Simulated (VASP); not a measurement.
# Ni (P6_3/mmc) in VASP: settings compared, part 2 of 2

VASP 6.6.1.

## (4) Single point, LDA, collinear spin, ferromagnetic start

This run uses another cell than the first one, of 9.93 Å³/atom.

Input file INCAR:

```
PREC = Accurate
ENCUT = 520
EDIFF = 1E-6
ISMEAR = -1
SIGMA = 0.05
LREAL = False
LASPH = True
NELM = 150
ALGO = Normal
ISIF = 2
LWAVE = False
LCHARG = False
ISPIN = 2
MAGMOM = 1 1
LORBIT = 11
LMAXMIX = 4
NBANDS = 21
```

Input file KPOINTS:

```
Automatic mesh
0
Gamma
  12 12 7
```

Input file POSCAR:

```
Ni
1.0
    2.3980492245      0.0000000000      0.0000000000
   -1.1990246123      2.0767715480      0.0000000000
    0.0000000000      0.0000000000      3.9896657190
Ni
2
Direct
    0.6666666667      0.3333333333      0.7500000000
    0.3333333333      0.6666666667      0.2500000000
```

Potentials or basis: VASP PAW LDA potentials, release 64 (Ni).

The run is started by

```sh
$ cat potpaw_LDA.64/Ni/POTCAR > POTCAR
$ mpirun -np 1 vasp_std > vasp.out
```

OUTCAR:

```text
PREC = Accurate
   ENCUT = 520
   EDIFF = 1E-6
   ISMEAR = -1
   LREAL = False
   LASPH = True
   NELM = 150
   ISIF = 2
   ISPIN = 2
   LORBIT = 11

 ion  position               nearest neighbor table
   1  0.667  0.333  0.750-   2 2.43   2 2.43   2 2.43   2 2.43   2 2.43   2 2.43
   2  0.333  0.667  0.250-   1 2.43   1 2.43   1 2.43   1 2.43   1 2.43   1 2.43

  LATTYP: Found a hexagonal cell.
 ALAT       =     2.3980492245
 C/A-ratio  =     1.6637130207

  Lattice vectors:

 A1 = (   2.3980492245,   0.0000000000,   0.0000000000)
 A2 = (  -1.1990246123,   2.0767715480,   0.0000000000)
 A3 = (   0.0000000000,   0.0000000000,   3.9896657190)

Analysis of symmetry for initial positions (statically):
=====================================================================
 Subroutine PRICEL returns:
 Original cell was already a primitive cell.

 Routine SETGRP: Setting up the symmetry group for a
 hexagonal supercell.

 Subroutine GETGRP returns: Found 24 space group operations
 (whereof 12 operations were pure point group operations)
 out of a pool of 24 trial point group operations.

The static configuration has the point symmetry D_3d.
 The point group associated with its full space group is D_6h.

Analysis of symmetry for dynamics (positions and initial velocities):
=====================================================================
 Subroutine PRICEL returns:
 Original cell was already a primitive cell.

 Routine SETGRP: Setting up the symmetry group for a
 hexagonal supercell.

 Subroutine GETGRP returns: Found 24 space group operations
 (whereof 12 operations were pure point group operations)
 out of a pool of 24 trial point group operations.

The dynamic configuration has the point symmetry D_3d.
 The point group associated with its full space group is D_6h.

Analysis of structural, dynamic, and magnetic symmetry:
[... 150 lines left out ...]
 number of electron      19.9999985 magnetization       1.0909537

 Free energy of the ion-electron system (eV)
  ---------------------------------------------------
  ext. energy  EPLUGINS =         0.00000000
  ---------------------------------------------------
  free energy    TOTEN  =       -13.11578652 eV

  energy without entropy =      -13.08094497  energy(sigma->0) =      -13.09836574

 E-fermi :  10.4020     XC(G=0): -14.1578

 val. band max:       10.4016360376   @ k =   0.3333   0.1667   0.4286
 cond. band min:      10.4039011406   @ k =   0.3333   0.0833   0.2857
 fundamental gap:      0.0022651031
 Fermi energy:        10.4020367709

 spin component 1

 k-point     1 :       0.0000    0.0000    0.0000
  band No.  band energies     occupation
      1       0.7562      1.00000
      2       5.0748      1.00000
      3       7.7515      1.00000
      4       7.9194      1.00000
      5       7.9194      1.00000
      6       8.2150      1.00000
[... 565 lines left out ...]
     20      36.5113      0.00000
     21      39.7004      0.00000

 [... further k-points ...]

 spin component 2

 k-point     1 :       0.0000    0.0000    0.0000
  band No.  band energies     occupation
      1       0.7993      1.00000
      2       5.4018      1.00000
      3       8.2893      1.00000
      4       8.4473      1.00000
      5       8.4473      1.00000
      6       8.7573      1.00000
[... 565 lines left out ...]
     20      36.6374      0.00000
     21      39.8017      0.00000

 [... further k-points ...]

------------------------ aborting loop because EDIFF is reached ----------------------------------------

  FORCE on cell =-STRESS in cart. coord.  units (eV):
  Direction    XX          YY          ZZ          XY          YZ          ZX
  --------------------------------------------------------------------------------------
  -------------------------------------------------------------------------------------
  Total        0.5286992      0.5286992      0.0719306     -0.0000000      0.0000000      0.0000000
  in kB       42.6320214     42.6320214      5.8001717     -0.0000000      0.0000000      0.0000000
  external PRESSURE =      30.3547382 kB  Pullay stress =       0.0000000 kB

 VOLUME and BASIS-vectors are now :
 -----------------------------------------------------------------------------
  energy-cutoff  :      520.00
  volume of cell :       19.87
      direct lattice vectors                 reciprocal lattice vectors
     2.398049224  0.000000000  0.000000000     0.417005618  0.240758306  0.000000000
    -1.199024612  2.076771548  0.000000000     0.000000000  0.481516612  0.000000000
     0.000000000  0.000000000  3.989665719     0.000000000  0.000000000  0.250647566

 POSITION                                       TOTAL-FORCE (eV/Angst)
 -----------------------------------------------------------------------------------
      1.19902      0.69226      2.99225        -0.000000     -0.000000      0.000000
     -0.00000      1.38451      0.99742         0.000000      0.000000      0.000000
 -----------------------------------------------------------------------------------
    total drift:                               -0.000000      0.000000     -0.000000

  FREE ENERGIE OF THE ION-ELECTRON SYSTEM (eV)
  ---------------------------------------------------
  free  energy   TOTEN  =       -13.1157865156 eV

  energy  without entropy=      -13.0809449715  energy(sigma->0) =      -13.09836574

 total charge

# of ion       s       p       d       tot
------------------------------------------
    1        0.538   0.581   8.379   9.498
    2        0.538   0.581   8.379   9.498
--------------------------------------------------
tot          1.076   1.162  16.758  18.995

 magnetization (x)

# of ion       s       p       d       tot
------------------------------------------
    1       -0.004  -0.018   0.568   0.545
    2       -0.004  -0.018   0.568   0.545
--------------------------------------------------
tot         -0.009  -0.037   1.135   1.090
```

stdout:

```text
POSCAR found type information on POSCAR Ni
 POSCAR found :  1 types and       2 ions
 scaLAPACK will be used
 LDA part: xc-table for (Slater(with rela. corr.)+CA(PZ))
 , standard interpolation
 POSCAR, INCAR and KPOINTS ok, starting setup
 FFT: planning ... GRIDC
 FFT: planning ... GRID_SOFT
 FFT: planning ... GRID
 WAVECAR not read
 entering main loop
```

Wall time 95 s (1 thread of Intel Xeon 8259CL, shared host); peak memory 0.16 GiB.

Results:

```yaml
Free_energy: -13.1158 eV
Pressure: 3.0 GPa
Net_moment: 1.09 μB per cell
Site_moments: Ni +0.55 μB
Valence_electrons_inside_the_program's_atomic_spheres: Ni 9.50
```

Caveat: the cell stands under pressure.

## (5) Single point, LDA, collinear spin, ferromagnetic start

This run uses another cell than the first one, of 10.15 Å³/atom.

Changes to INCAR since step 4:

```diff
@@ -2,3 +2,3 @@
 ENCUT = 520
-EDIFF = 1E-6
+EDIFF = 1E-7
 ISMEAR = -1
```

KPOINTS is that of step 4.

Input file POSCAR:

```
Ni
1.0
    2.4149374515      0.0000000000      0.0000000000
   -1.2074687258      2.0913971816      0.0000000000
    0.0000000000      0.0000000000      4.0177628822
Ni
2
Direct
    0.6666666667      0.3333333333      0.7500000000
    0.3333333333      0.6666666667      0.2500000000
```

Potentials or basis: VASP PAW LDA potentials, release 64 (Ni).

The run is started by

```sh
$ cat potpaw_LDA.64/Ni/POTCAR > POTCAR
$ mpirun -np 1 vasp_std > vasp.out
```

OUTCAR:

```text
PREC = Accurate
   ENCUT = 520
   EDIFF = 1E-7
   ISMEAR = -1
   LREAL = False
   LASPH = True
   NELM = 150
   ISIF = 2
   ISPIN = 2
   LORBIT = 11

 ion  position               nearest neighbor table
   1  0.667  0.333  0.750-   2 2.45   2 2.45   2 2.45   2 2.45   2 2.45   2 2.45
   2  0.333  0.667  0.250-   1 2.45   1 2.45   1 2.45   1 2.45   1 2.45   1 2.45

  LATTYP: Found a hexagonal cell.
 ALAT       =     2.4149374515
 C/A-ratio  =     1.6637130207

  Lattice vectors:

 A1 = (   2.4149374515,   0.0000000000,   0.0000000000)
 A2 = (  -1.2074687258,   2.0913971816,   0.0000000000)
 A3 = (   0.0000000000,   0.0000000000,   4.0177628822)

Analysis of symmetry for initial positions (statically):
=====================================================================
 Subroutine PRICEL returns:
 Original cell was already a primitive cell.

 Routine SETGRP: Setting up the symmetry group for a
 hexagonal supercell.

 Subroutine GETGRP returns: Found 24 space group operations
[... 776 lines left out ...]
      4       8.1854      1.00000
      5       8.1854      1.00000
      6       8.4852      1.00000
[... 565 lines left out ...]
     20      35.9340      0.00000
     21      39.0776      0.00000

 [... further k-points ...]

------------------------ aborting loop because EDIFF is reached ----------------------------------------

  FORCE on cell =-STRESS in cart. coord.  units (eV):
  Direction    XX          YY          ZZ          XY          YZ          ZX
  --------------------------------------------------------------------------------------
  -------------------------------------------------------------------------------------
  Total       -0.1340830     -0.1340830     -0.5789584      0.0000000      0.0000000      0.0000000
  in kB      -10.5866270    -10.5866270    -45.7121057      0.0000000      0.0000000      0.0000000
  external PRESSURE =     -22.2951199 kB  Pullay stress =       0.0000000 kB

 VOLUME and BASIS-vectors are now :
 -----------------------------------------------------------------------------
  energy-cutoff  :      520.00
  volume of cell :       20.29
      direct lattice vectors                 reciprocal lattice vectors
     2.414937452  0.000000000  0.000000000     0.414089400  0.239074626  0.000000000
    -1.207468726  2.091397182  0.000000000     0.000000000  0.478149253  0.000000000
     0.000000000  0.000000000  4.017762882     0.000000000  0.000000000  0.248894728

 POSITION                                       TOTAL-FORCE (eV/Angst)
 -----------------------------------------------------------------------------------
      1.20747      0.69713      3.01332         0.000000     -0.000000      0.000000
     -0.00000      1.39426      1.00444        -0.000000      0.000000      0.000000
 -----------------------------------------------------------------------------------
    total drift:                               -0.000000      0.000000     -0.000000

  FREE ENERGIE OF THE ION-ELECTRON SYSTEM (eV)
  ---------------------------------------------------
  free  energy   TOTEN  =       -13.1167498315 eV

  energy  without entropy=      -13.0810775510  energy(sigma->0) =      -13.09891369

 total charge

# of ion       s       p       d       tot
------------------------------------------
    1        0.528   0.560   8.366   9.454
    2        0.528   0.560   8.366   9.454
--------------------------------------------------
tot          1.057   1.120  16.731  18.908

 magnetization (x)

# of ion       s       p       d       tot
------------------------------------------
    1       -0.004  -0.018   0.581   0.558
    2       -0.004  -0.018   0.581   0.558
--------------------------------------------------
tot         -0.009  -0.036   1.162   1.117
```

Wall time 1.7 min (1 thread of Intel Xeon 8259CL, shared host); peak memory 0.16 GiB.

Results:

```yaml
Free_energy: -13.1167 eV
Pressure: -2.2 GPa
Net_moment: 1.12 μB per cell
Site_moments: Ni +0.56 μB
Valence_electrons_inside_the_program's_atomic_spheres: Ni 9.45
```

## (6) Single point, revPBE+D4, collinear spin, antiferromagnetic start (atoms moved at random)

Input file INCAR:

```
SYSTEM = Ni
PREC = Accurate ; ENCUT = 520
EDIFF = 1E-7 ; ISMEAR = 1
SIGMA = 0.2 ; LREAL = .FALSE.
LASPH = .TRUE. ; NELM = 150
ALGO = Normal ; ISIF = 2
LWAVE = .FALSE. ; LCHARG = .TRUE.
ISPIN = 2 ; MAGMOM = 1.13 -1.14
LORBIT = 11 ; LMAXMIX = 4
GGA = RE ; IVDW = 13
LELF = .TRUE. ; LVHAR = .TRUE.
NBANDS = 21
```

Input file KPOINTS:

```
regular mesh
0
G
  12 12 7
  0 0 0
```

Input file POSCAR:

```
Ni
1.0
    2.4480229000      0.0000000000      0.0000000000
   -1.2240114500      2.1200500204      0.0000000000
    0.0000000000      0.0000000000      4.0728075700
Ni
2
Direct
    0.6741355263      0.3302585994      0.7499410512
    0.3408114737      0.6635784006      0.2499399488
```

Potentials or basis: VASP PAW PBE potentials, release 64 (Ni).

The run is started by

```sh
$ cat potpaw_PBE.64/Ni/POTCAR > POTCAR
$ mpirun -np 1 vasp_std > vasp.out
```

Wall time 3 min (1 thread of Intel Xeon Platinum 8259CL at 2.50GHz (Skylake/Cascade Lake), shared host); peak memory 0.22 GiB.

It converged, with:

* Free energy: -11.5518 eV
* Pressure: -1.6 GPa
* Band gap on the k mesh: zero (filled and empty bands overlap)
* Net moment: 0.00 μB per cell
* Site moments: Ni +0.26, -0.26 μB
* Valence electrons inside the program's atomic spheres: Ni 9.36
* Dispersion energy per atom: -0.811 eV

Stress tensor (GPa, compression positive):
```
-1.05  0.00  0.00
 0.00 -1.05  0.00
 0.00  0.00 -2.71
```

Levels at points of the mesh, in eV from the Fermi level:
Spin up:
```csv
k point,band 6,band 7,band 8,band 9,band 10,band 11,band 12,band 13,band 14,band 15
"(0.00, 0.00, 0.00)",-1.52,-1.52,-1.10,-1.10,-0.39,-0.14,-0.14,6.02,23.14,25.43
"(0.50, 0.00, 0.00)",-1.88,-1.56,-0.14,0.03,0.26,1.65,3.58,9.69,10.25,12.79
"(0.50, 0.50, 0.00)",-1.88,-1.56,-0.14,0.03,0.26,1.65,3.58,9.69,10.25,12.79
```
Spin down:
| k point | band 7 | band 8 | band 9 | band 10 | band 11 | band 12 | band 13 | band 14 |
| --- | --- | --- | --- | --- | --- | --- | --- | --- |
| (0.00, 0.00, 0.00) | -1.52 | -1.10 | -1.10 | -0.39 | -0.14 | -0.14 | 6.02 | 23.14 |
| (0.50, 0.00, 0.00) | -1.56 | -0.14 | 0.03 | 0.26 | 1.65 | 3.58 | 9.69 | 10.25 |
| (0.50, 0.50, 0.00) | -1.56 | -0.14 | 0.03 | 0.26 | 1.65 | 3.58 | 9.69 | 10.25 |

Caveat: the cell differs from its parent crystal (atoms moved at random); the PAW data sets were made with another functional, which shifts forces and pressure a little.

## (7) The runs side by side

| task | level | potentials or basis | spin | cell | cutoff (eV) | smearing | gap on the mesh (eV) | pressure (GPa) | moment (μB) |
| --- | --- | --- | --- | --- | --- | --- | --- | --- | --- |
| single point | BLYP+D3(BJ) | VASP PAW PBE potentials, release 64 (Ni) | collinear, ferromagnetic start | a = 2.459, b = 2.459, c = 4.038 Å, angles 90.0, 90.0, 120.0°, 2 atoms | 600 | fermi-dirac 0.05 eV | none | -0.2 | 1.21 |
| relaxation of cell and atoms | BLYP+D3(BJ) | VASP PAW PBE potentials, release 64 (Ni) | collinear, ferromagnetic start | relaxed from a = 2.448, b = 2.448, c = 4.073 Å, angles 90.0, 90.0, 120.0°, 2 atoms | 600 | fermi-dirac 0.05 eV | none | 0.0 | 1.21 |
| single point | LDA | VASP PAW LDA potentials, release 64 (Ni) | collinear, ferromagnetic start | a = 2.398, b = 2.398, c = 3.990 Å, angles 90.0, 90.0, 120.0°, 2 atoms | 520 | fermi-dirac 0.05 eV | none | 3.0 | 1.09 |
| single point | LDA | VASP PAW LDA potentials, release 64 (Ni) | collinear, ferromagnetic start | a = 2.415, b = 2.415, c = 4.018 Å, angles 90.0, 90.0, 120.0°, 2 atoms | 520 | fermi-dirac 0.05 eV | none | -2.2 | 1.12 |
| single point | revPBE+D4 | VASP PAW PBE potentials, release 64 (Ni) | collinear, antiferromagnetic start | a = 2.448, b = 2.448, c = 4.073 Å, angles 90.0, 90.0, 120.0°, 2 atoms | 520 | methfessel-paxton 0.2 eV | none | -1.6 | 0.00 |

Alike in all rows: k mesh 12 × 12 × 7.

Caveats: the PAW data sets were made with another functional, which shifts forces and pressure a little (at least some runs); the cell stands under pressure (at least some runs).

Absolute energies hang on the potentials; compare differences alone.
